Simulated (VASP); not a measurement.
# AlRu (Pm-3m) in VASP: a series of runs, part 2 of 3

VASP 6.6.1.

## (4) Vibrations by perturbation theory, PBEsol

This run uses another cell than the first one, of 12.92 Å³/atom.

INCAR

```
SYSTEM = AlRu
ALGO = Normal ; EDIFF = 1E-8
ENCUT = 520 ; GGA = PS
IBRION = 8 ; ISIF = 2
ISMEAR = -1 ; LASPH = .True.
LCHARG = .False. ; LREAL = .False.
LWAVE = .False. ; NBANDS = 16
NELM = 100 ; NSW = 1
PREC = Accurate ; SIGMA = 0.15
```

KPOINTS

```
k-points
0
Gamma
  14 14 14
  0 0 0
```

POSCAR

```
AlRu
1.0
    2.9565914021      0.0000000000      0.0000000000
    0.0000000000      2.9565914021      0.0000000000
    0.0000000000      0.0000000000      2.9565914021
Al Ru
1 1
Direct
    0.0000000000      0.0000000000      0.0000000000
    0.5000000000      0.5000000000      0.5000000000
```

Potentials or basis: VASP PAW PBE potentials, release 64 (Al, Ru_pv).

Launch:

```console
$ cat potpaw_PBE.64/Al/POTCAR potpaw_PBE.64/Ru_pv/POTCAR > POTCAR
$ mpirun -np 1 vasp_std > vasp.out
```

OUTCAR:

```text
SYSTEM = AlRu
   EDIFF = 1E-8
   ENCUT = 520
   GGA = PS
   IBRION = 8
   ISIF = 2
   ISMEAR = -1
   LASPH = .True.
   LREAL = .False.
   NELM = 100
   NSW = 1
   PREC = Accurate

 ion  position               nearest neighbor table
   1  0.000  0.000  0.000-   2 2.56   2 2.56   2 2.56   2 2.56   2 2.56   2 2.56   2 2.56   2 2.56

   2  0.500  0.500  0.500-   1 2.56   1 2.56   1 2.56   1 2.56   1 2.56   1 2.56   1 2.56   1 2.56

  LATTYP: Found a simple cubic cell.
 ALAT       =     2.9565914021

  Lattice vectors:

 A1 = (   2.9565914021,   0.0000000000,   0.0000000000)
 A2 = (   0.0000000000,   2.9565914021,   0.0000000000)
 A3 = (   0.0000000000,   0.0000000000,   2.9565914021)

Analysis of symmetry for initial positions (statically):
=====================================================================
 Subroutine PRICEL returns:
 Original cell was already a primitive cell.

 Routine SETGRP: Setting up the symmetry group for a
 simple cubic supercell.

 Subroutine GETGRP returns: Found 48 space group operations
 (whereof 48 operations were pure point group operations)
 out of a pool of 48 trial point group operations.

The static configuration has the point symmetry O_h .

Analysis of symmetry for dynamics (positions and initial velocities):
=====================================================================
 Subroutine PRICEL returns:
 Original cell was already a primitive cell.

 Routine SETGRP: Setting up the symmetry group for a
 simple cubic supercell.

 Subroutine GETGRP returns: Found 48 space group operations
 (whereof 48 operations were pure point group operations)
 out of a pool of 48 trial point group operations.

The dynamic configuration has the point symmetry O_h .

 Subroutine INISYM returns: Found 48 space group operations
 (whereof 48 operations are pure point group operations),
 and found     1 'primitive' translations

----------------------------------------------------------------------------------------

                                     Primitive cell

  volume of cell :      25.8448

  direct lattice vectors                    reciprocal lattice vectors
     2.956591402  0.000000000  0.000000000     0.338227325  0.000000000  0.000000000
     0.000000000  2.956591402  0.000000000     0.000000000  0.338227325  0.000000000
     0.000000000  0.000000000  2.956591402     0.000000000  0.000000000  0.338227325

  length of vectors
     2.956591402  2.956591402  2.956591402     0.338227325  0.338227325  0.338227325

  position of ions in fractional coordinates (direct lattice)
     0.000000000  0.000000000  0.000000000
     0.500000000  0.500000000  0.500000000
[... 128 lines left out ...]

 val. band max:       11.1257531431   @ k =   0.3571   0.1429   0.0000
 cond. band min:      11.1482036132   @ k =   0.4286   0.4286   0.1429
 fundamental gap:      0.0224504701
 Fermi energy:        11.1369653519

 k-point     1 :       0.0000    0.0000    0.0000
  band No.  band energies     occupation
      1     -30.6153      2.00000
      2     -30.6153      2.00000
      3     -30.6153      2.00000
      4       1.2100      2.00000
      5       7.3163      2.00000
      6       7.3163      2.00000
[... 433 lines left out ...]
      3     -30.5905      2.00000
      4       4.1350      2.00000
      5       7.0189      2.00000
      6       8.4141      2.00000
[... 8 lines left out ...]
     15      24.0153      0.00000
     16      25.7426      0.00000

 [... further k-points ...]

------------------------ aborting loop because EDIFF is reached ----------------------------------------

  FORCE on cell =-STRESS in cart. coord.  units (eV):
  Direction    XX          YY          ZZ          XY          YZ          ZX
  --------------------------------------------------------------------------------------
  -------------------------------------------------------------------------------------
  Total        0.8211826      0.8211826      0.8211826      0.0000000     -0.0000000      0.0000000
  in kB       50.9068701     50.9068701     50.9068701      0.0000000     -0.0000000      0.0000000
  external PRESSURE =      50.9068701 kB  Pullay stress =       0.0000000 kB

 VOLUME and BASIS-vectors are now :
 -----------------------------------------------------------------------------
  energy-cutoff  :      520.00
  volume of cell :       25.84
      direct lattice vectors                 reciprocal lattice vectors
     2.956591402  0.000000000  0.000000000     0.338227325  0.000000000  0.000000000
     0.000000000  2.956591402  0.000000000     0.000000000  0.338227325  0.000000000
     0.000000000  0.000000000  2.956591402     0.000000000  0.000000000  0.338227325

 POSITION                                       TOTAL-FORCE (eV/Angst)
 -----------------------------------------------------------------------------------
      0.00000      0.00000      0.00000         0.000000      0.000000      0.000000
      1.47830      1.47830      1.47830         0.000000      0.000000      0.000000
 -----------------------------------------------------------------------------------
    total drift:                                0.000000     -0.000000     -0.000000

  FREE ENERGIE OF THE ION-ELECTRON SYSTEM (eV)
  ---------------------------------------------------
  free  energy   TOTEN  =       -15.5653466972 eV

  energy  without entropy=      -15.4553076511  energy(sigma->0) =      -15.51032717

[... ionic steps 2 to 3 ...]

--------------------------------------- Ionic step        4  -------------------------------------------

------------------------ aborting loop because EDIFF is reached ----------------------------------------

[... ionic steps 5 to 6 ...]

--------------------------------------- Ionic step        7  -------------------------------------------

 Free energy of the ion-electron system (eV)
  ---------------------------------------------------
  ---------------------------------------------------
  free energy    TOTEN  =        -0.64948327 eV

  energy without entropy =       -0.64948327

------------------------ aborting loop because EDIFF is reached ----------------------------------------

 INTERNAL STRAIN TENSOR  FOR ION    2  DIRECTION 1   (eV/Angst):
 -----------------------------------------------------------------------------
     0.05532  0.00000 -0.00000
     0.00000 -0.00590  0.00000
    -0.00000  0.00000 -0.00590

 INTERNAL STRAIN TENSOR FOR ION    2 for displacements in x,y,z  (eV/Angst):
          X           Y           Z          XY          YZ          ZX
  --------------------------------------------------------------------------------
  x     0.00000     0.00000     0.00000     0.00000     0.00000     0.00000
  y     0.00000     0.00000     0.00000     0.00000     0.00000     0.00000
  z     0.00000     0.00000     0.00000     0.00000     0.00000     0.00000

 SECOND DERIVATIVES (NOT SYMMETRIZED)
 ------------------------------------
               1X          1Y          1Z          2X          2Y          2Z
  1X    -8.795787   -0.000000    0.000000    8.795787    0.000000   -0.000000
  1Y    -0.000000   -8.795787    0.000000    0.000000    8.795787    0.000000
  1Z     0.000000    0.000000   -8.795787    0.000000   -0.000000    8.795787
  2X     8.782450    0.000000   -0.000000   -8.782450   -0.000000    0.000000
  2Y     0.000000    8.782450   -0.000000   -0.000000   -8.782450    0.000000
  2Z     0.000000   -0.000000    8.782450   -0.000000    0.000000   -8.782450

 Eigenvectors and eigenvalues of the dynamical matrix
 ----------------------------------------------------

   1 f  =   10.045465 THz    63.117519 2PiTHz  335.080647 cm-1    41.544687 meV
             X         Y         Z           dx          dy          dz
      0.000000  0.000000  0.000000    -0.000000    0.888565    0.000000
      1.478296  1.478296  1.478296    -0.000000   -0.458751    0.000000
[... 21 lines left out ...]
   6 f/i=    0.003107 THz     0.019522 2PiTHz    0.103639 cm-1     0.012850 meV
             X         Y         Z           dx          dy          dz
      0.000000  0.000000  0.000000     0.257262    0.379491   -0.015977
      1.478296  1.478296  1.478296     0.498297    0.735044   -0.030945

--------------------------------------------------------------------------------------------------------

 ELASTIC MODULI CONTR FROM IONIC RELAXATION (kBar)
 Direction    XX          YY          ZZ          XY          YZ          ZX
 --------------------------------------------------------------------------------
 XX           0.0000      0.0000      0.0000      0.0000      0.0000      0.0000
 YY           0.0000      0.0000      0.0000      0.0000      0.0000      0.0000
 ZZ           0.0000      0.0000      0.0000      0.0000      0.0000      0.0000
 XY           0.0000      0.0000      0.0000      0.0000      0.0000      0.0000
 YZ           0.0000      0.0000      0.0000      0.0000      0.0000      0.0000
 ZX           0.0000      0.0000      0.0000      0.0000      0.0000      0.0000
 --------------------------------------------------------------------------------
```

OSZICAR:

```text
N       E                     dE             d eps       ncg     rms          rms(c)
DAV:   1     0.113703949491E+03    0.11370E+03   -0.91383E+03  3960   0.996E+02
DAV:   2    -0.145072739836E+02   -0.12821E+03   -0.12225E+03  4544   0.293E+02
DAV:   3    -0.163513706098E+02   -0.18441E+01   -0.18385E+01  4960   0.364E+01
[... 39 lines left out ...]
RMM:   9    -0.649482233444E+00   -0.12827E-05   -0.81188E-08 18400   0.305E-04    0.508E-05
RMM:  10    -0.649483470952E+00   -0.12375E-05   -0.40625E-08 18490   0.143E-04    0.637E-06
RMM:  11    -0.649483332540E+00    0.13841E-06   -0.21192E-08 19147   0.538E-05    0.264E-06
RMM:  12    -0.649483278591E+00    0.53949E-07   -0.91217E-09 18155   0.281E-05    0.117E-06
RMM:  13    -0.649483264851E+00    0.13740E-07   -0.51382E-09 17130   0.147E-05    0.396E-07
RMM:  14    -0.649483268965E+00   -0.41141E-08   -0.29630E-09 12638   0.833E-06    0.187E-07
 Linear response finished
```

Wall time 2 min (1 thread of Intel Xeon 6975P-C (Granite Rapids), shared host); peak memory 0.39 GiB.

What came out:

* Highest phonon frequency at Γ: 335 cm⁻¹

Phonon frequencies in cm⁻¹ (negative: imaginary):
```
              q point        frequencies
(0.000, 0.000, 0.000)  0 0 0 335 335 335
```

Caveat: the cell stands under pressure or tension, which shifts response properties; the PAW data sets were made with another functional, which shifts forces and pressure a little.

[end of part 2 of 3]
